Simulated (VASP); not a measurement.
# NiSb (Breithauptite) (P6_3/mmc) in VASP: notebook, part 2 of 2

VASP 6.6.1. The steps go on from the part before.

## (3) Single point, PBEsol, collinear spin, ferromagnetic start (volume scaled by 0.96)

INCAR reads:

```
SYSTEM = NiSb
PREC = Accurate
ENCUT = 520
EDIFF = 1E-6
ISMEAR = -1
SIGMA = 0.05
LREAL = .FALSE.
LASPH = .TRUE.
NELM = 150
ALGO = Normal
ISIF = 2
LWAVE = .FALSE.
LCHARG = .FALSE.
ISPIN = 2
MAGMOM = 0 0 1 1
LORBIT = 11
LMAXMIX = 4
GGA = PS
NBANDS = 27
```

KPOINTS reads:

```
regular mesh
0
G
  8 8 5
  0 0 0
```

POSCAR reads:

```
NiSb
1.0
    3.8749124112      0.0000000000      0.0000000000
   -1.9374562056      3.3557725856      0.0000000000
    0.0000000000      0.0000000000      5.0508023282
Sb Ni
2 2
Direct
    0.6666666667      0.3333333333      0.7500000000
    0.3333333333      0.6666666667      0.2500000000
    0.0000000000      0.0000000000      0.5000000000
    0.0000000000      0.0000000000      0.0000000000
```

Potentials or basis: VASP PAW PBE potentials, release 64 (Sb, Ni).

Run with:

```sh
cat potpaw_PBE.64/Sb/POTCAR potpaw_PBE.64/Ni/POTCAR > POTCAR
mpirun -np 1 vasp_std > vasp.out
```

OUTCAR:

```text
SYSTEM = NiSb
   PREC = Accurate
   ENCUT = 520
   EDIFF = 1E-6
   ISMEAR = -1
   LREAL = .FALSE.
   LASPH = .TRUE.
   NELM = 150
   ISIF = 2
   ISPIN = 2
   LORBIT = 11
   GGA = PS

 ion  position               nearest neighbor table
   1  0.667  0.333  0.750-   3 2.57   4 2.57   3 2.57   4 2.57   3 2.57   4 2.57   2 3.37   2 3.37
                             2 3.37   2 3.37   2 3.37   2 3.37
   2  0.333  0.667  0.250-   3 2.57   4 2.57   3 2.57   4 2.57   3 2.57   4 2.57   1 3.37   1 3.37
                             1 3.37   1 3.37   1 3.37   1 3.37
   3  0.000  0.000  0.500-   4 2.53   4 2.53   1 2.57   2 2.57   1 2.57   2 2.57   1 2.57   2 2.57

   4  0.000  0.000  0.000-   3 2.53   3 2.53   1 2.57   2 2.57   1 2.57   2 2.57   1 2.57   2 2.57

  LATTYP: Found a hexagonal cell.
 ALAT       =     3.8749124112
 C/A-ratio  =     1.3034623218
[... 1677 lines left out ...]

 POSITION                                       TOTAL-FORCE (eV/Angst)
 -----------------------------------------------------------------------------------
      1.93746      1.11859      3.78810         0.000000      0.000000      0.000000
     -0.00000      2.23718      1.26270        -0.000000     -0.000000      0.000000
      0.00000      0.00000      2.52540         0.000000      0.000000      0.000000
      0.00000      0.00000      0.00000         0.000000      0.000000      0.000000
 -----------------------------------------------------------------------------------
    total drift:                                0.000000     -0.000000      0.000000

  FREE ENERGIE OF THE ION-ELECTRON SYSTEM (eV)
  ---------------------------------------------------
  free  energy   TOTEN  =       -22.6680452028 eV

  energy  without entropy=      -22.6509956721  energy(sigma->0) =      -22.65952044

 total charge

# of ion       s       p       d       tot
------------------------------------------
    1        1.125   1.249   0.084   2.458
    2        1.125   1.249   0.084   2.458
    3        0.469   0.529   8.489   9.488
    4        0.469   0.529   8.489   9.488
--------------------------------------------------
tot          3.189   3.557  17.146  23.893

 magnetization (x)

# of ion       s       p       d       tot
------------------------------------------
    1        0.000  -0.000  -0.000  -0.000
    2        0.000  -0.000  -0.000  -0.000
    3       -0.000  -0.000   0.000   0.000
    4       -0.000  -0.000   0.000   0.000
--------------------------------------------------
tot          0.000  -0.000   0.000   0.000
```

OSZICAR:

```text
N       E                     dE             d eps       ncg     rms          rms(c)
DAV:   1     0.179396993916E+03    0.17940E+03   -0.11915E+04  3248   0.116E+03
DAV:   2    -0.125547425449E+02   -0.19195E+03   -0.17979E+03  3331   0.259E+02
DAV:   3    -0.239847854430E+02   -0.11430E+02   -0.11039E+02  3890   0.748E+01
DAV:   4    -0.242414045629E+02   -0.25662E+00   -0.25599E+00  3767   0.105E+01
DAV:   5    -0.242498282881E+02   -0.84237E-02   -0.84230E-02  4163   0.198E+00    0.156E+01
DAV:   6    -0.271668298337E+02   -0.29170E+01   -0.22171E+01  3746   0.836E+01    0.184E+01
DAV:   7    -0.227124613322E+02    0.44544E+01   -0.96835E+00  3921   0.589E+01    0.348E+00
DAV:   8    -0.227120280300E+02    0.43330E-03   -0.67906E-01  4361   0.646E+00    0.237E+00
DAV:   9    -0.226677017328E+02    0.44326E-01   -0.13783E-01  3927   0.550E+00    0.623E-01
DAV:  10    -0.226683136977E+02   -0.61196E-03   -0.48657E-03  3998   0.648E-01    0.262E-01
DAV:  11    -0.226682363849E+02    0.77313E-04   -0.59476E-04  4223   0.321E-01    0.160E-01
DAV:  12    -0.226680520017E+02    0.18438E-03   -0.31557E-04  3994   0.287E-01    0.544E-02
DAV:  13    -0.226680475913E+02    0.44104E-05   -0.35631E-05  4170   0.692E-02    0.213E-02
DAV:  14    -0.226680461706E+02    0.14207E-05   -0.33915E-06  3231   0.185E-02    0.748E-03
DAV:  15    -0.226680452028E+02    0.96788E-06   -0.44960E-07  1958   0.689E-03
   1 F= -.22668045E+02 E0= -.22659520E+02  d E =-.170495E-01  mag=     0.0000
```

stdout:

```text
POSCAR found type information on POSCAR SbNi
 POSCAR found :  2 types and       4 ions
 scaLAPACK will be used
 -----------------------------------------------------------------------------
|                                                                             |
|                                                                             |
|     You enforced a specific xc type in the INCAR file but a different       |
|     I HOPE YOU KNOW WHAT YOU ARE DOING!                                     |
|                                                                             |
 -----------------------------------------------------------------------------

 LDA part: xc-table for (Slater+PW92), standard interpolation
 POSCAR, INCAR and KPOINTS ok, starting setup
 FFT: planning ... GRIDC
 FFT: planning ... GRID_SOFT
 FFT: planning ... GRID
 WAVECAR not read
 entering main loop
```

Run time: 3 min. Hardware: 1 thread of Intel Xeon 8259CL, shared host; peak memory 0.26 GiB.

What came out:

```yaml
Free_energy: -22.6680 eV
Pressure: 3.5 GPa
Band_gap_on_the_k_mesh: zero (filled and empty bands overlap)
Net_moment: 0.00 μB per cell
Valence_electrons_inside_the_program's_atomic_spheres: Sb 2.46; Ni 9.49
```

Levels at points of the mesh, in eV from the Fermi level:
Spin up:
```csv
k point,band 11,band 12,band 13,band 14,band 15,band 16,band 17,band 18,band 19,band 20
"(0.00, 0.00, 0.00)",-1.41,-1.41,-0.02,0.64,0.64,2.63,2.63,3.18,4.28,5.69
"(0.50, 0.00, 0.00)",-2.22,-1.98,-1.69,-1.48,-1.40,-0.28,1.21,3.46,4.22,5.44
```
Spin down:
```csv
k point,band 11,band 12,band 13,band 14,band 15,band 16,band 17,band 18,band 19,band 20
"(0.00, 0.00, 0.00)",-1.41,-1.41,-0.02,0.64,0.64,2.63,2.63,3.18,4.28,5.69
"(0.50, 0.00, 0.00)",-2.22,-1.98,-1.69,-1.48,-1.40,-0.28,1.21,3.46,4.22,5.44
```

Caveat: the cell differs from its parent crystal (volume scaled by 0.96); the PAW data sets were made with another functional, which shifts forces and pressure a little; spin-orbit coupling is left out, which moves the levels of the heavy elements.

## (4) Single point, PBEsol, collinear spin, ferromagnetic start (volume scaled by 0.98)

INCAR reads:

```
PREC     = Accurate       # precision mode
ENCUT    = 520            # plane-wave cutoff, eV
EDIFF    = 1E-7           # SCF threshold, eV
ISMEAR   = -1             # smearing method
SIGMA    = 0.05           # smearing width, eV
LREAL    = F              # projectors in reciprocal space
LASPH    = T              # aspherical terms in the spheres
NELM     = 150            # most SCF steps
ALGO     = Normal         # electronic algorithm
ISIF     = 2              # what is computed and relaxed
LWAVE    = F              # write WAVECAR
LCHARG   = F              # write CHGCAR
ISPIN    = 2              # spin polarisation
MAGMOM   = 0 0 1 1        # initial moments
LORBIT   = 11             # projections on sites
LMAXMIX  = 4              # l up to which the mixer works
GGA      = PS             # functional
NBANDS   = 27             # bands
```

KPOINTS reads:

```
Automatic mesh
0
Gamma
  8 8 5
```

POSCAR reads:

```
NiSb
1.0
    3.9016367896      0.0000000000      0.0000000000
   -1.9508183948      3.3789165761      0.0000000000
    0.0000000000      0.0000000000      5.0856365485
Sb Ni
2 2
Direct
    0.6666666667      0.3333333333      0.7500000000
    0.3333333333      0.6666666667      0.2500000000
    0.0000000000      0.0000000000      0.5000000000
    0.0000000000      0.0000000000      0.0000000000
```

Run with:

```sh
cat potpaw_PBE.64/Sb/POTCAR potpaw_PBE.64/Ni/POTCAR > POTCAR
mpirun -np 1 vasp_std > vasp.out
```

It took 3.5 min on 1 thread of Intel Xeon 8259CL, shared host; peak memory 0.26 GiB.

Results (log left out):

| Property | Result |
| --- | --- |
| Free energy | -22.6851 eV |
| Pressure | 0.6 GPa |
| Band gap on the k mesh | zero (filled and empty bands overlap) |
| Net moment | 0.00 μB per cell |
| Valence electrons inside the program's atomic spheres | Sb 2.44; Ni 9.45 |

Stress tensor (GPa, compression positive):
```
0.84 0.00 0.00
0.00 0.84 0.00
0.00 0.00 0.05
```

Levels at points of the mesh, in eV from the Fermi level:
Spin up:
```csv
k point,band 11,band 12,band 13,band 14,band 15,band 16,band 17,band 18,band 19,band 20
"(0.00, 0.00, 0.00)",-1.36,-1.36,-0.01,0.63,0.63,2.57,2.57,3.16,4.18,5.52
"(0.50, 0.00, 0.00)",-2.14,-1.91,-1.63,-1.42,-1.35,-0.31,1.19,3.45,4.12,5.42
```
Spin down:
| k point | band 12 | band 13 | band 14 | band 15 | band 16 | band 17 | band 18 | band 19 |
| --- | --- | --- | --- | --- | --- | --- | --- | --- |
| (0.00, 0.00, 0.00) | -1.36 | -0.01 | 0.63 | 0.63 | 2.57 | 2.57 | 3.16 | 4.18 |
| (0.50, 0.00, 0.00) | -1.91 | -1.63 | -1.42 | -1.35 | -0.31 | 1.19 | 3.45 | 4.12 |

Caveat: the cell differs from its parent crystal (volume scaled by 0.98); the PAW data sets were made with another functional, which shifts forces and pressure a little; spin-orbit coupling is left out, which moves the levels of the heavy elements.

## (5) Single point, PBEsol, collinear spin, ferromagnetic start

This run uses another cell than the first one, of 17.10 Å³/atom, 1.064 times its volume.

INCAR reads:

```
  PREC = Accurate
  ENCUT = 520
  EDIFF = 1E-7
  ISMEAR = -1
  SIGMA = 0.05
  LREAL = F
  LASPH = T
  NELM = 150
  ALGO = Normal
  ISIF = 2
  LWAVE = F
  LCHARG = T
  ISPIN = 2
  MAGMOM = 0 0 1 1
  LORBIT = 11
  LMAXMIX = 4
  GGA = PS
  LELF = T
  LVHAR = T
  NBANDS = 27
```

KPOINTS reads:

```
regular mesh
0
Gamma
  8 8 5
```

POSCAR reads:

```
NiSb
1.0
    3.9280000000      0.0000000000      0.0000000000
   -1.9640000000      3.4017477861      0.0000000000
    0.0000000000      0.0000000000      5.1200000000
Sb Ni
2 2
Direct
    0.6666666667      0.3333333333      0.7500000000
    0.3333333333      0.6666666667      0.2500000000
    0.0000000000      0.0000000000      0.5000000000
    0.0000000000      0.0000000000      0.0000000000
```

Potentials or basis: VASP PAW PBE potentials, release 64 (Sb, Ni).

Run with:

```sh
cat potpaw_PBE.64/Sb/POTCAR potpaw_PBE.64/Ni/POTCAR > POTCAR
mpirun -np 1 vasp_std > vasp.out
```

OUTCAR:

```text
PREC = Accurate
   ENCUT = 520
   EDIFF = 1E-7
   ISMEAR = -1
   LREAL = F
   LASPH = T
   NELM = 150
   ISIF = 2
   ISPIN = 2
   LORBIT = 11
   GGA = PS

 ion  position               nearest neighbor table
   1  0.667  0.333  0.750-   3 2.60   4 2.60   3 2.60   4 2.60   3 2.60   4 2.60   2 3.42   2 3.42
                             2 3.42   2 3.42   2 3.42   2 3.42
   2  0.333  0.667  0.250-   3 2.60   4 2.60   3 2.60   4 2.60   3 2.60   4 2.60   1 3.42   1 3.42
                             1 3.42   1 3.42   1 3.42   1 3.42
   3  0.000  0.000  0.500-   4 2.56   4 2.56   1 2.60   2 2.60   1 2.60   2 2.60   1 2.60   2 2.60

   4  0.000  0.000  0.000-   3 2.56   3 2.56   1 2.60   2 2.60   1 2.60   2 2.60   1 2.60   2 2.60
[... 1679 lines left out ...]
    -1.964000000  3.401747786  0.000000000     0.000000000  0.293966532  0.000000000
     0.000000000  0.000000000  5.120000000     0.000000000  0.000000000  0.195312500

 POSITION                                       TOTAL-FORCE (eV/Angst)
 -----------------------------------------------------------------------------------
      1.96400      1.13392      3.84000        -0.000000      0.000000      0.000000
     -0.00000      2.26783      1.28000         0.000000      0.000000      0.000000
      0.00000      0.00000      2.56000        -0.000000      0.000000      0.000000
      0.00000      0.00000      0.00000        -0.000000      0.000000      0.000000
 -----------------------------------------------------------------------------------
    total drift:                               -0.000000      0.000000     -0.000000

  FREE ENERGIE OF THE ION-ELECTRON SYSTEM (eV)
  ---------------------------------------------------
  free  energy   TOTEN  =       -22.6789460949 eV

  energy  without entropy=      -22.6589446878  energy(sigma->0) =      -22.66894539

 total charge

# of ion       s       p       d       tot
------------------------------------------
    1        1.131   1.221   0.076   2.428
    2        1.131   1.221   0.076   2.428
    3        0.454   0.489   8.466   9.408
    4        0.454   0.489   8.466   9.408
--------------------------------------------------
tot          3.169   3.421  17.082  23.673

 magnetization (x)

# of ion       s       p       d       tot
------------------------------------------
    1       -0.000   0.000   0.000   0.000
    2       -0.000   0.000   0.000   0.000
    3       -0.000  -0.000  -0.000  -0.000
    4       -0.000  -0.000  -0.000  -0.000
--------------------------------------------------
tot         -0.000   0.000  -0.000  -0.000
```

OSZICAR:

```text
N       E                     dE             d eps       ncg     rms          rms(c)
DAV:   1     0.175408912051E+03    0.17541E+03   -0.11823E+04  3240   0.115E+03
DAV:   2    -0.131110922119E+02   -0.18852E+03   -0.17636E+03  3295   0.255E+02
DAV:   3    -0.240357575270E+02   -0.10925E+02   -0.10542E+02  3833   0.731E+01
DAV:   4    -0.242753560636E+02   -0.23960E+00   -0.23904E+00  3816   0.100E+01
DAV:   5    -0.242832860368E+02   -0.79300E-02   -0.79294E-02  4103   0.192E+00    0.152E+01
DAV:   6    -0.276812243562E+02   -0.33979E+01   -0.23696E+01  3722   0.854E+01    0.196E+01
DAV:   7    -0.227236092905E+02    0.49576E+01   -0.10246E+01  3918   0.597E+01    0.328E+00
DAV:   8    -0.227264981518E+02   -0.28889E-02   -0.79919E-01  4523   0.778E+00    0.250E+00
DAV:   9    -0.226785578277E+02    0.47940E-01   -0.16985E-01  3942   0.582E+00    0.695E-01
DAV:  10    -0.226791516607E+02   -0.59383E-03   -0.50630E-03  4049   0.696E-01    0.326E-01
DAV:  11    -0.226791554187E+02   -0.37580E-05   -0.73167E-04  4094   0.352E-01    0.189E-01
DAV:  12    -0.226789564359E+02    0.19898E-03   -0.33151E-04  4034   0.281E-01    0.589E-02
DAV:  13    -0.226789481510E+02    0.82849E-05   -0.47833E-05  4292   0.886E-02    0.178E-02
DAV:  14    -0.226789473342E+02    0.81681E-06   -0.48075E-06  4497   0.208E-02    0.846E-03
DAV:  15    -0.226789464224E+02    0.91175E-06   -0.48530E-07  3997   0.826E-03    0.186E-03
DAV:  16    -0.226789461425E+02    0.27990E-06   -0.90805E-08  2468   0.282E-03    0.112E-03
DAV:  17    -0.226789460949E+02    0.47597E-07   -0.16598E-08  1863   0.173E-03
   1 F= -.22678946E+02 E0= -.22668945E+02  d E =-.200014E-01  mag=    -0.0000
```

Run time: 3.6 min. Hardware: 1 thread of Intel Xeon 8259CL, shared host; peak memory 0.26 GiB.

What came out:

| Item | Value |
| --- | --- |
| Free energy | -22.6789 eV |
| Pressure | -2.0 GPa |
| Band gap on the k mesh | zero (filled and empty bands overlap) |
| Net moment | 0.00 μB per cell |
| Valence electrons inside the program's atomic spheres | Sb 2.43; Ni 9.41 |

Caveat: the PAW data sets were made with another functional, which shifts forces and pressure a little; spin-orbit coupling is left out, which moves the levels of the heavy elements.

## (6) Single point, PBEsol, collinear spin, ferromagnetic start

This run uses another cell than the first one, of 17.10 Å³/atom, 1.064 times its volume.

INCAR reads:

```
SYSTEM = NiSb
ALGO = Normal
EDIFF = 1E-7
ENCUT = 520
GGA = PS
ISIF = 2
ISMEAR = -1
ISPIN = 2
LASPH = .TRUE.
LCHARG = .FALSE.
LMAXMIX = 4
LORBIT = 11
LREAL = .FALSE.
LWAVE = .FALSE.
MAGMOM = 0 0 1 1
NBANDS = 27
NELM = 150
PREC = Accurate
SIGMA = 0.05
```

KPOINTS reads:

```
k-points
0
G
  8 8 5
  0 0 0
```

POSCAR is that of step 5.

Potentials or basis: VASP PAW PBE potentials, release 64 (Sb, Ni).

Run with:

```sh
cat potpaw_PBE.64/Sb/POTCAR potpaw_PBE.64/Ni/POTCAR > POTCAR
mpirun -np 1 vasp_std > vasp.out
```

Wall time 3.5 min (1 thread of Intel Xeon 8259CL, shared host); peak memory 0.26 GiB.

The run converged. Its results:

| Quantity | Value |
| --- | --- |
| Free energy | -22.6789 eV |
| Pressure | -2.0 GPa |
| Band gap on the k mesh | zero (filled and empty bands overlap) |
| Net moment | 0.00 μB per cell |
| Valence electrons inside the program's atomic spheres | Sb 2.43; Ni 9.41 |

Stress tensor (GPa, compression positive):
```
-1.72  0.00  0.00
 0.00 -1.72  0.00
 0.00  0.00 -2.44
```

Levels at points of the mesh, in eV from the Fermi level:
Spin up:
| k point | band 11 | band 12 | band 13 | band 14 | band 15 | band 16 | band 17 | band 18 | band 19 | band 20 |
| --- | --- | --- | --- | --- | --- | --- | --- | --- | --- | --- |
| (0.00, 0.00, 0.00) | -1.31 | -1.31 | 0.00 | 0.62 | 0.62 | 2.52 | 2.52 | 3.14 | 4.08 | 5.35 |
| (0.50, 0.00, 0.00) | -2.07 | -1.85 | -1.58 | -1.37 | -1.30 | -0.34 | 1.17 | 3.45 | 4.03 | 5.40 |
Spin down:
```tsv
k point	band 11	band 12	band 13	band 14	band 15	band 16	band 17	band 18	band 19	band 20
(0.00, 0.00, 0.00)	-1.31	-1.31	0.00	0.62	0.62	2.52	2.52	3.14	4.08	5.35
(0.50, 0.00, 0.00)	-2.07	-1.85	-1.58	-1.37	-1.30	-0.34	1.17	3.45	4.03	5.40
```

Caveat: the PAW data sets were made with another functional, which shifts forces and pressure a little; spin-orbit coupling is left out, which moves the levels of the heavy elements.

## (7) The runs side by side

| cell | gap on the mesh (eV) | pressure (GPa) | moment (μB) |
| --- | --- | --- | --- |
| a = 3.848, b = 3.848, c = 5.015 Å, angles 90.0, 90.0, 120.0°, 4 atoms | none | 6.7 | 0.00 |
| a = 3.875, b = 3.875, c = 5.051 Å, angles 90.0, 90.0, 120.0°, 4 atoms | none | 3.5 | 0.00 |
| a = 3.902, b = 3.902, c = 5.086 Å, angles 90.0, 90.0, 120.0°, 4 atoms | none | 0.6 | 0.00 |
| a = 3.928, b = 3.928, c = 5.120 Å, angles 90.0, 90.0, 120.0°, 4 atoms | none | -2.0 | 0.00 |

Alike in all rows: task single point; level PBEsol; potentials or basis VASP PAW PBE potentials, release 64 (Sb, Ni); spin collinear, ferromagnetic start; k mesh 8 × 8 × 5; cutoff (eV) 520; smearing fermi-dirac 0.05 eV.

Caveats: the PAW data sets were made with another functional, which shifts forces and pressure a little; spin-orbit coupling is left out, which moves the levels of the heavy elements.

Absolute energies hang on the potentials; compare differences alone.
